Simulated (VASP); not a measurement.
# Al3Ni2 (P-3m1) in VASP: further runs, part 2 of 2

VASP 6.6.1.

## 4. Single point, r2SCAN (biaxial strain in the a-b plane: +1.0 %)

File POSCAR:

```
Al3Ni2
1.0
    4.0467885866      0.0000000000      0.0000000000
   -2.0233942933      3.5046217197      0.0000000000
    0.0000000000      0.0000000000      4.8323578747
Al Ni
3 2
Direct
    0.0000000000      0.0000000000      0.0000000000
    0.3333333333      0.6666666667      0.6484376368
    0.6666666667      0.3333333333      0.3515623632
    0.3333333333      0.6666666667      0.1462123367
    0.6666666667      0.3333333333      0.8537876633
```

File INCAR.step1:

```
SYSTEM = Al3Ni2
PREC = Accurate
ENCUT = 520
ISMEAR = 0
SIGMA = 0.1
LREAL = .FALSE.
LASPH = .TRUE.
NELM = 100
NBANDS = 22
GGA = PE
ALGO = Normal
EDIFF = 1E-4
LWAVE = .TRUE.
LCHARG = .FALSE.
```

File INCAR.step2:

```
SYSTEM = Al3Ni2
PREC = Accurate
ENCUT = 520
EDIFF = 1E-7
ISMEAR = 0
SIGMA = 0.1
LREAL = .FALSE.
LASPH = .TRUE.
NELM = 100
ALGO = Normal
ISIF = 2
LWAVE = .FALSE.
LCHARG = .TRUE.
METAGGA = R2SCAN
LMIXTAU = .TRUE.
LELF = .TRUE.
LVHAR = .TRUE.
NBANDS = 22
ISTART = 1
```

File KPOINTS:

```
regular mesh
0
G
  12 12 8
  0 0 0
```

Started as:

```sh
$ cat potpaw_PBE.64/Al/POTCAR potpaw_PBE.64/Ni/POTCAR > POTCAR
$ cp INCAR.step1 INCAR
$ mpirun -np 1 vasp_std > vasp.out
$ cp INCAR.step2 INCAR
$ mpirun -np 1 vasp_std > vasp.out
```

Run time: 11 min. Hardware: 1 thread of Intel Xeon 6975P-C, shared host; peak memory 0.3 GiB.

The run converged. Its results:

| Quantity | Value |
| --- | --- |
| Free energy | -47.3392 eV |
| Pressure | -2.1 GPa |
| Largest force | 0.021 eV/Å |

Forces in eV/Å, atoms in the order of the input:
```
Al   0.000  0.000  0.000
Al   0.000  0.000 -0.005
Al   0.000  0.000  0.005
Ni   0.000  0.000 -0.021
Ni   0.000  0.000  0.021
```

Stress tensor (GPa, compression positive):
```
-3.40  0.00  0.00
 0.00 -3.40  0.00
 0.00  0.00  0.64
```

Levels at points of the mesh, in eV from the Fermi level:
| k point | band 11 | band 12 | band 13 | band 14 | band 15 | band 16 | band 17 | band 18 | band 19 | band 20 |
| --- | --- | --- | --- | --- | --- | --- | --- | --- | --- | --- |
| (0.00, 0.00, 0.00) | -1.68 | -1.68 | -1.28 | 1.21 | 1.21 | 3.18 | 3.18 | 4.78 | 4.97 | 7.36 |
| (0.50, 0.00, 0.00) | -2.17 | -1.85 | -1.55 | -1.53 | -1.24 | 1.53 | 2.33 | 2.43 | 5.00 | 5.58 |
| (0.00, 0.00, 0.50) | -1.77 | -1.77 | 2.81 | 2.81 | 2.89 | 2.89 | 3.54 | 4.44 | 4.44 | 4.59 |
| (0.50, 0.00, 0.50) | -1.90 | -1.74 | -1.72 | -1.03 | -0.38 | 1.62 | 2.31 | 3.36 | 7.04 | 7.96 |

Caveat: the cell differs from its parent crystal (biaxial strain in the a-b plane: +1.0 %); the PAW data sets were made with another functional, which shifts forces and pressure a little. Spin polarisation is off, so any magnetic state and its effect on volume and gap are missing.

## 5. Single point, r2SCAN (biaxial strain in the a-b plane: +1.0 %, then relaxed in part)

File POSCAR:

```
Al3Ni2
1.0
    4.0467885866      0.0000000000      0.0000000000
   -2.0233942933      3.5046217197      0.0000000000
    0.0000000000      0.0000000000      4.8438842790
Al Ni
3 2
Direct
    0.0000000000      0.0000000000      0.0000000000
    0.3333333333      0.6666666667      0.6482093499
    0.6666666667      0.3333333333      0.3517906501
    0.3333333333      0.6666666667      0.1455386011
    0.6666666667      0.3333333333      0.8544613989
```

File INCAR.step1:

```
SYSTEM = Al3Ni2
ALGO = Normal
EDIFF = 1E-4
ENCUT = 520
GGA = PE
ISMEAR = 0
LASPH = .True.
LCHARG = .False.
LREAL = .False.
LWAVE = .True.
NBANDS = 22
NELM = 80
PREC = Accurate
SIGMA = 0.1
```

File INCAR.step2:

```
SYSTEM = Al3Ni2
ALGO = Normal
EDIFF = 1E-6
ENCUT = 520
ISIF = 2
ISMEAR = 0
ISTART = 1
LASPH = .True.
LCHARG = .False.
LMIXTAU = .True.
LREAL = .False.
LWAVE = .False.
METAGGA = R2SCAN
NBANDS = 22
NELM = 80
PREC = Accurate
SIGMA = 0.1
```

File KPOINTS:

```
k-points
0
Gamma
  12 12 8
  0 0 0
```

Started as:

```sh
$ cat potpaw_PBE.64/Al/POTCAR potpaw_PBE.64/Ni/POTCAR > POTCAR
$ cp INCAR.step1 INCAR
$ mpirun -np 1 vasp_std > vasp.out
$ cp INCAR.step2 INCAR
$ mpirun -np 1 vasp_std > vasp.out
```

Wall time 11 min (1 thread of Intel Xeon 6975P-C, shared host); peak memory 0.3 GiB.

It converged, with:

| Item | Value |
| --- | --- |
| Free energy | -47.3394 eV |
| Pressure | -2.4 GPa |
| Largest force | 0.019 eV/Å |

Forces in eV/Å, atoms in the order of the input:
```
Al   0.000  0.000  0.000
Al   0.000  0.000  0.005
Al   0.000  0.000 -0.005
Ni   0.000  0.000  0.019
Ni   0.000  0.000 -0.019
```

Stress tensor (GPa, compression positive):
```
-3.51  0.00  0.00
 0.00 -3.51  0.00
 0.00  0.00 -0.18
```

Levels at points of the mesh, in eV from the Fermi level:
```tsv
k point	band 11	band 12	band 13	band 14	band 15	band 16	band 17	band 18	band 19	band 20
(0.00, 0.00, 0.00)	-1.68	-1.68	-1.28	1.22	1.22	3.19	3.19	4.79	4.96	7.35
(0.50, 0.00, 0.00)	-2.15	-1.84	-1.55	-1.52	-1.26	1.52	2.30	2.42	4.99	5.55
(0.00, 0.00, 0.50)	-1.76	-1.76	2.81	2.81	2.90	2.90	3.53	4.44	4.44	4.55
(0.50, 0.00, 0.50)	-1.89	-1.74	-1.72	-1.03	-0.38	1.61	2.31	3.36	6.98	7.91
```

Caveat: the cell differs from its parent crystal (biaxial strain in the a-b plane: +1.0 %, then relaxed in part); the PAW data sets were made with another functional, which shifts forces and pressure a little. Spin polarisation is off, so any magnetic state and its effect on volume and gap are missing.

## 6. Single point, r2SCAN (biaxial strain in the a-b plane: +2.0 %)

Changes to POSCAR since step 5:

```diff
@@ -2,5 +2,5 @@
 1.0
-    4.0467885866      0.0000000000      0.0000000000
-   -2.0233942933      3.5046217197      0.0000000000
-    0.0000000000      0.0000000000      4.8438842790
+    4.0868558003      0.0000000000      0.0000000000
+   -2.0434279001      3.5393209446      0.0000000000
+    0.0000000000      0.0000000000      4.8031887124
 Al Ni
```

File INCAR.step1:

```
SYSTEM = Al3Ni2
  ALGO = Normal
  EDIFF = 1E-4
  ENCUT = 520
  GGA = PE
  ISMEAR = 0
  LASPH = .True.
  LCHARG = .False.
  LREAL = .False.
  LWAVE = .True.
  NBANDS = 22
  NELM = 60
  PREC = Accurate
  SIGMA = 0.1
```

File INCAR.step2:

```
SYSTEM = Al3Ni2
  ALGO = Normal
  EDIFF = 1E-7
  ENCUT = 520
  ISIF = 2
  ISMEAR = 0
  ISTART = 1
  LASPH = .True.
  LCHARG = .False.
  LMIXTAU = .True.
  LREAL = .False.
  LWAVE = .False.
  METAGGA = R2SCAN
  NBANDS = 22
  NELM = 60
  PREC = Accurate
  SIGMA = 0.1
```

KPOINTS is that of step 5.

Potentials or basis: VASP PAW PBE potentials, release 64 (Al, Ni).

Started as:

```sh
$ cat potpaw_PBE.64/Al/POTCAR potpaw_PBE.64/Ni/POTCAR > POTCAR
$ cp INCAR.step1 INCAR
$ mpirun -np 1 vasp_std > vasp.out
$ cp INCAR.step2 INCAR
$ mpirun -np 1 vasp_std > vasp.out
```

Wall time 12 min (1 thread of Intel Xeon 6975P-C, shared host); peak memory 0.31 GiB.

It converged, with:

| Item | Value |
| --- | --- |
| Free energy | -47.2951 eV |
| Pressure | -3.7 GPa |
| Largest force | 0.016 eV/Å |

Forces on the atoms (eV/Å):
```
Al   0.000  0.000  0.000
Al   0.000  0.000 -0.014
Al   0.000  0.000  0.014
Ni   0.000  0.000 -0.016
Ni   0.000  0.000  0.016
```

Stress tensor (GPa, compression positive):
```
-6.29  0.00  0.00
 0.00 -6.29  0.00
 0.00  0.00  1.58
```

Levels at points of the mesh, in eV from the Fermi level:
| k point | band 13 | band 14 | band 15 | band 16 | band 17 | band 18 |
| --- | --- | --- | --- | --- | --- | --- |
| (0.00, 0.00, 0.00) | -1.24 | 1.13 | 1.13 | 3.07 | 3.07 | 4.59 |
| (0.50, 0.00, 0.00) | -1.50 | -1.45 | -1.17 | 1.59 | 2.25 | 2.48 |
| (0.00, 0.00, 0.50) | 2.76 | 2.76 | 2.83 | 2.83 | 3.60 | 4.33 |
| (0.50, 0.00, 0.50) | -1.67 | -0.99 | -0.38 | 1.61 | 2.23 | 3.24 |

Caveat: the cell differs from its parent crystal (biaxial strain in the a-b plane: +2.0 %); the PAW data sets were made with another functional, which shifts forces and pressure a little.

## 7. The runs side by side

```tsv
cell	gap on the mesh (eV)	pressure (GPa)	largest force (eV/Å)
a = 4.087, b = 4.087, c = 4.959 Å, angles 90.0, 90.0, 120.0°, 5 atoms	none	-7.8	0.02
a = 4.127, b = 4.127, c = 5.007 Å, angles 90.0, 90.0, 120.0°, 5 atoms	none	-10.8	0.02
a = 4.047, b = 4.047, c = 4.832 Å, angles 90.0, 90.0, 120.0°, 5 atoms	none	-2.1	0.02
a = 4.047, b = 4.047, c = 4.844 Å, angles 90.0, 90.0, 120.0°, 5 atoms	none	-2.4	0.02
a = 4.087, b = 4.087, c = 4.803 Å, angles 90.0, 90.0, 120.0°, 5 atoms	none	-3.7	0.02
```

Alike in all rows: task single point; level r2SCAN; potentials or basis VASP PAW PBE potentials, release 64 (Al, Ni); no spin polarisation; k mesh 12 × 12 × 8; cutoff (eV) 520; smearing gaussian 0.1 eV.

Caveats: the PAW data sets were made with another functional, which shifts forces and pressure a little.

Total energies depend on the potentials used, so only differences within one code and one set of settings carry meaning.
